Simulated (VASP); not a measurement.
# CsBr (Pm-3m) in VASP: settings compared

The runs below take CsBr through single point, with PBE, r2SCAN, HSE06.

All numbers are computed with VASP 6.6.1; they aren't measurements. Logs are shortened: lines on timing, memory, paths and dates and some standing lists are left out, and cuts for length are marked.

### 1 The cell of the first run

It takes space group Pm-3m (No. 221, cubic). Conventional cell: a = 4.319 Å, b = 4.319 Å, c = 4.319 Å, α = 90.00°, β = 90.00°, γ = 90.00°. Within 4.9 Å of Cs (site symmetry m-3m) lie 8 Br at 3.74 Å and 6 Cs at 4.32 Å. Br (site symmetry m-3m) has 8 Cs at 3.74 Å and 6 Br at 4.32 Å within 4.9 Å.

### 2 Single point, PBE

Input file INCAR:

```
PREC     = Accurate       # precision mode
ENCUT    = 500            # plane-wave cutoff, eV
EDIFF    = 1E-6           # SCF threshold, eV
ISMEAR   = 0              # smearing method
SIGMA    = 0.01           # smearing width, eV
LREAL    = False          # projectors in reciprocal space
LASPH    = True           # aspherical terms in the spheres
NELM     = 120            # most SCF steps
ALGO     = Normal         # electronic algorithm
ISIF     = 2              # what is computed and relaxed
LWAVE    = False          # write WAVECAR
LCHARG   = False          # write CHGCAR
GGA      = PE             # functional
NBANDS   = 15             # bands
GGA_COMPAT= False
```

Input file KPOINTS:

```
regular mesh
0
Gamma
  6 6 6
```

Input file POSCAR:

```
CsBr
1.0
    4.3193779122      0.0000000000      0.0000000000
    0.0000000000      4.3193779122      0.0000000000
    0.0000000000      0.0000000000      4.3193779122
Cs Br
1 1
Direct
    0.0000000000      0.0000000000      0.0000000000
    0.5000000000      0.5000000000      0.5000000000
```

Potentials or basis: VASP PAW PBE potentials, release 64 (Cs_sv, Br).

Launch:

```
$ cat potpaw_PBE.64/Cs_sv/POTCAR potpaw_PBE.64/Br/POTCAR > POTCAR
$ mpirun -np 1 vasp_std > vasp.out
```

OUTCAR:

```text
PREC = Accurate
   ENCUT = 500
   EDIFF = 1E-6
   ISMEAR = 0
   LREAL = False
   LASPH = True
   NELM = 120
   ISIF = 2
   GGA = PE

 ion  position               nearest neighbor table
   1  0.000  0.000  0.000-
   2  0.500  0.500  0.500-

  LATTYP: Found a simple cubic cell.
 ALAT       =     4.3193779122

  Lattice vectors:

 A1 = (   4.3193779122,   0.0000000000,   0.0000000000)
 A2 = (   0.0000000000,   4.3193779122,   0.0000000000)
 A3 = (   0.0000000000,   0.0000000000,   4.3193779122)

Analysis of symmetry for initial positions (statically):
=====================================================================
 Subroutine PRICEL returns:
 Original cell was already a primitive cell.

 Routine SETGRP: Setting up the symmetry group for a
 simple cubic supercell.

 Subroutine GETGRP returns: Found 48 space group operations
 (whereof 48 operations were pure point group operations)
 out of a pool of 48 trial point group operations.

The static configuration has the point symmetry O_h .

Analysis of symmetry for dynamics (positions and initial velocities):
=====================================================================
 Subroutine PRICEL returns:
 Original cell was already a primitive cell.

 Routine SETGRP: Setting up the symmetry group for a
 simple cubic supercell.

 Subroutine GETGRP returns: Found 48 space group operations
 (whereof 48 operations were pure point group operations)
 out of a pool of 48 trial point group operations.

The dynamic configuration has the point symmetry O_h .

 Subroutine INISYM returns: Found 48 space group operations
 (whereof 48 operations are pure point group operations),
 and found     1 'primitive' translations

----------------------------------------------------------------------------------------

                                     Primitive cell

  volume of cell :      80.5867

  direct lattice vectors                    reciprocal lattice vectors
     4.319377912  0.000000000  0.000000000     0.231514820  0.000000000  0.000000000
     0.000000000  4.319377912  0.000000000     0.000000000  0.231514820  0.000000000
     0.000000000  0.000000000  4.319377912     0.000000000  0.000000000  0.231514820

  length of vectors
     4.319377912  4.319377912  4.319377912     0.231514820  0.231514820  0.231514820

  position of ions in fractional coordinates (direct lattice)
     0.000000000  0.000000000  0.000000000
     0.500000000  0.500000000  0.500000000

  ion indices of the primitive-cell ions
   primitive index   ion index
                 1           1
                 2           2

----------------------------------------------------------------------------------------

 KPOINTS: regular mesh

Automatic generation of k-mesh.
 Grid dimensions read from file:
 generate k-points for:    6    6    6

 Generating k-lattice:

  Cartesian coordinates                     Fractional coordinates (reciprocal lattice)
     0.038585803  0.000000000  0.000000000     0.166666667  0.000000000  0.000000000
     0.000000000  0.038585803  0.000000000     0.000000000  0.166666667  0.000000000
     0.000000000  0.000000000  0.038585803     0.000000000  0.000000000  0.166666667

  Length of vectors
     0.038585803  0.038585803  0.038585803

  Shift w.r.t. Gamma in fractional coordinates (k-lattice)
     0.000000000  0.000000000  0.000000000

 Subroutine IBZKPT returns following result:
 ===========================================

 Found     20 irreducible k-points:

 Following reciprocal coordinates:
            Coordinates               Weight
  0.000000  0.000000  0.000000      1.000000
  0.166667  0.000000  0.000000      6.000000
  0.333333  0.000000  0.000000      6.000000
  0.500000  0.000000  0.000000      3.000000
  0.166667  0.166667  0.000000     12.000000
  0.333333  0.166667  0.000000     24.000000
[... 12 lines left out ...]
  0.500000  0.500000  0.333333      6.000000
  0.500000  0.500000  0.500000      1.000000
   k-points           NKPTS =     20   k-points in BZ     NKDIM =     20   number of bands    NBANDS=     15
   number of dos      NEDOS =    301   number of ions     NIONS =      2
   total plane-waves  NPLWV =  32768
   dimension x,y,z NGX =    32 NGY =   32 NGZ =   32
   dimension x,y,z NGXF=    64 NGYF=   64 NGZF=   64
   ions per type =               1   1
   NGX,Y,Z   is equivalent  to a cutoff of  12.32, 12.32, 12.32 a.u.
   NGXF,Y,Z  is equivalent  to a cutoff of  24.63, 24.63, 24.63 a.u.
 SYSTEM =  unknown system
   PREC   = accura    normal or accurate (medium, high low for compatibility)
   ISTART =      0    job   : 0-new  1-cont  2-samecut
   ICHARG =      2    charge: 1-file 2-atom 10-const
   ISPIN  =      1    spin polarized calculation?
   LNONCOLLINEAR =      F non collinear calculations
   LSORBIT =      F    spin-orbit coupling
   LASPH  =      T    aspherical Exc in radial PAW
   ENCUT  =  500.0 eV  36.75 Ry    6.06 a.u.   7.88  7.88  7.88*2*pi/ulx,y,z
   NELM   =    120;   NELMIN=  2; NELMDL= -5     # of ELM steps
   EDIFF  = 0.1E-05   stopping-criterion for ELM
   LREAL  =      F    real-space projection
   EDIFFG = 0.1E-04   stopping-criterion for IOM
   NSW    =      0    number of steps for IOM
   IBRION =     -1    ionic relax: 0-MD 1-quasi-New 2-CG
   NFREE  =      0    steps in history (QN), initial steepest desc. (CG)
   ISIF   =      2    stress and relaxation
   ISYM   =      2    0-nonsym 1-usesym 2-fastsym
   POTIM  = 0.5000    time-step for ionic-motion
   TEBEG  =    0.0;   TEEND  =   0.0 temperature during run
   PSTRESS=    0.0 pullay stress
   NELECT =      16.0000    total number of electrons
   NUPDOWN=      -1.0000    fix difference up-down
   EMIN   =  10.00;   EMAX   =-10.00  energy-range for DOS
   EFERMI =   0.00;   METHOD = LEGACY
   ISMEAR =     0;   SIGMA  =   0.01  broadening in eV -4-tet -1-fermi 0-gaus
   EFERMI_NEDOS =   21; number of points for ismear=-14 and -15
   IALGO  =     38    algorithm
   IMIX   =      4    mixing-type and parameters
     AMIX     =   0.40;   BMIX     =  1.00
     AMIX_MAG =   1.60;   BMIX_MAG =  1.00
  volume/ion in A,a.u.               =      40.29       271.91
  Fermi-wavevector in a.u.,A,eV,Ry     =   0.955052  1.804786 12.410201  0.912124
  Thomas-Fermi vector in A             =   2.083854
   LORBIT       =      0    0 simple, 1 ext, 2 COOP (PROOUT), +10 PAW based schemes
   GGA     = PE    functional components
   LHFCALC =     F    Hartree Fock is set to
   AEXX    =    0.0000 exact exchange contribution
   IVDW    =     0    specifies the selected vdW correction
   LEPSILON=     F    determine dielectric tensor
   LRPA    =     F    only Hartree local field effects (RPA)
 non-spin polarized calculation
 Gauss-broadening in eV      SIGMA  =   0.01
  energy-cutoff  :      500.00
  volume of cell :       80.59
 maximum number of plane-waves:      2103
 NGX is ok and might be reduce to    32
   NGX = 15   NGY = 15   NGZ = 15

 number of electron      16.0000001 magnetization

 Free energy of the ion-electron system (eV)
  ---------------------------------------------------
  ext. energy  EPLUGINS =         0.00000000
  ---------------------------------------------------
  free energy    TOTEN  =        -6.01510977 eV

  energy without entropy =       -6.01510977  energy(sigma->0) =       -6.01510977

 E-fermi :  -0.3369     XC(G=0):  -7.9713

 val. band max:       -0.4093979748   @ k =   0.5000   0.5000   0.0000
 cond. band min:       4.0161280370   @ k =   0.0000   0.0000   0.0000
 fundamental gap:      4.4255260117
 Fermi energy:        -0.3369148499

 k-point     1 :       0.0000    0.0000    0.0000
  band No.  band energies     occupation
      1     -20.2228      2.00000
      2     -12.7513      2.00000
      3      -6.8254      2.00000
      4      -6.8254      2.00000
      5      -6.8254      2.00000
      6      -0.4176      2.00000
      7      -0.4176      2.00000
      8      -0.4176      2.00000
      9       4.0161      0.00000
     10       4.5244      0.00000
     11       4.5244      0.00000
     12       8.6369      0.00000
     13       8.6369      0.00000
     14       8.6369      0.00000
     15      11.5911      0.00000

 k-point     2 :       0.1667    0.0000    0.0000
  band No.  band energies     occupation
      1     -20.2107      2.00000
      2     -12.7537      2.00000
      3      -6.9257      2.00000
      4      -6.8016      2.00000
      5      -6.8016      2.00000
      6      -0.8117      2.00000
      7      -0.4643      2.00000
      8      -0.4643      2.00000
      9       4.6538      0.00000
     10       4.6983      0.00000
     11       5.1113      0.00000
     12       8.4918      0.00000
     13       8.4918      0.00000
     14       8.7741      0.00000
     15      10.2532      0.00000

 k-point     3 :       0.3333    0.0000    0.0000
  band No.  band energies     occupation
      1     -20.1864      2.00000
      2     -12.7600      2.00000
      3      -7.1085      2.00000
      4      -6.7529      2.00000
      5      -6.7529      2.00000
      6      -1.4314      2.00000
      7      -0.5608      2.00000
      8      -0.5608      2.00000
      9       5.1569      0.00000
     10       5.9703      0.00000
     11       6.4386      0.00000
     12       8.3652      0.00000
     13       8.3652      0.00000
     14       8.6621      0.00000
     15       9.1097      0.00000
[... 271 lines left out ...]
 k-point    19 :       0.5000    0.5000    0.3333
  band No.  band energies     occupation
      1     -20.1027      2.00000
      2     -12.5997      2.00000
      3      -7.2513      2.00000
      4      -7.2513      2.00000
      5      -7.0806      2.00000
      6      -1.4023      2.00000
      7      -1.4023      2.00000
      8      -1.3038      2.00000
      9       7.0734      0.00000
     10       7.1827      0.00000
     11       7.3560      0.00000
     12       7.3560      0.00000
     13       9.3042      0.00000
     14       9.3042      0.00000
     15      10.7343      0.00000

 k-point    20 :       0.5000    0.5000    0.5000
  band No.  band energies     occupation
      1     -20.0926      2.00000
      2     -12.5813      2.00000
      3      -7.2072      2.00000
      4      -7.2072      2.00000
      5      -7.2072      2.00000
      6      -1.5393      2.00000
      7      -1.5393      2.00000
      8      -1.5393      2.00000
      9       7.8051      0.00000
     10       7.8051      0.00000
     11       7.8051      0.00000
     12       8.6528      0.00000
     13       8.6528      0.00000
     14       8.6528      0.00000
     15      10.7841      0.00000

------------------------ aborting loop because EDIFF is reached ----------------------------------------

  FORCE on cell =-STRESS in cart. coord.  units (eV):
  Direction    XX          YY          ZZ          XY          YZ          ZX
  --------------------------------------------------------------------------------------
  -------------------------------------------------------------------------------------
  Total        0.3578557      0.3578557      0.3578557     -0.0000000      0.0000000     -0.0000000
  in kB        7.1146721      7.1146721      7.1146721     -0.0000000      0.0000000     -0.0000000
  external PRESSURE =       7.1146721 kB  Pullay stress =       0.0000000 kB

 VOLUME and BASIS-vectors are now :
 -----------------------------------------------------------------------------
  energy-cutoff  :      500.00
  volume of cell :       80.59
      direct lattice vectors                 reciprocal lattice vectors
     4.319377912  0.000000000  0.000000000     0.231514820  0.000000000  0.000000000
     0.000000000  4.319377912  0.000000000     0.000000000  0.231514820  0.000000000
     0.000000000  0.000000000  4.319377912     0.000000000  0.000000000  0.231514820

 POSITION                                       TOTAL-FORCE (eV/Angst)
 -----------------------------------------------------------------------------------
      0.00000      0.00000      0.00000         0.000000      0.000000      0.000000
      2.15969      2.15969      2.15969         0.000000      0.000000      0.000000
 -----------------------------------------------------------------------------------
    total drift:                                0.000000      0.000000     -0.000000

  FREE ENERGIE OF THE ION-ELECTRON SYSTEM (eV)
  ---------------------------------------------------
  free  energy   TOTEN  =        -6.0151097706 eV

  energy  without entropy=       -6.0151097706  energy(sigma->0) =       -6.01510977
```

Wall time 15 s (1 thread of Intel Xeon Platinum 8488C (Sapphire Rapids), shared host); peak memory 0.18 GiB.

What came out:

- Free energy: -6.0151 eV
- Pressure: 0.7 GPa
- Band gap on the k mesh: 4.43 eV, indirect (least direct gap 4.43 eV)

Levels at points of the mesh, in eV from the valence-band top:
| k point | band 4 | band 5 | band 6 | band 7 | band 8 | band 9 | band 10 | band 11 | band 12 | band 13 |
| --- | --- | --- | --- | --- | --- | --- | --- | --- | --- | --- |
| (0.00, 0.00, 0.00) | -6.42 | -6.42 | -0.01 | -0.01 | -0.01 | 4.43 | 4.93 | 4.93 | 9.05 | 9.05 |
| (0.50, 0.00, 0.00) | -6.32 | -6.32 | -1.28 | -0.20 | -0.20 | 5.92 | 7.19 | 7.64 | 8.33 | 8.79 |
| (0.50, 0.50, 0.00) | -6.97 | -6.26 | -0.57 | -0.57 | 0.00 | 5.25 | 5.48 | 7.21 | 7.21 | 10.96 |
| (0.50, 0.50, 0.50) | -6.80 | -6.80 | -1.13 | -1.13 | -1.13 | 8.21 | 8.21 | 8.21 | 9.06 | 9.06 |

Caveat: spin-orbit coupling is left out, which moves the levels of the heavy elements.

(Continued in part 2 of 2.)
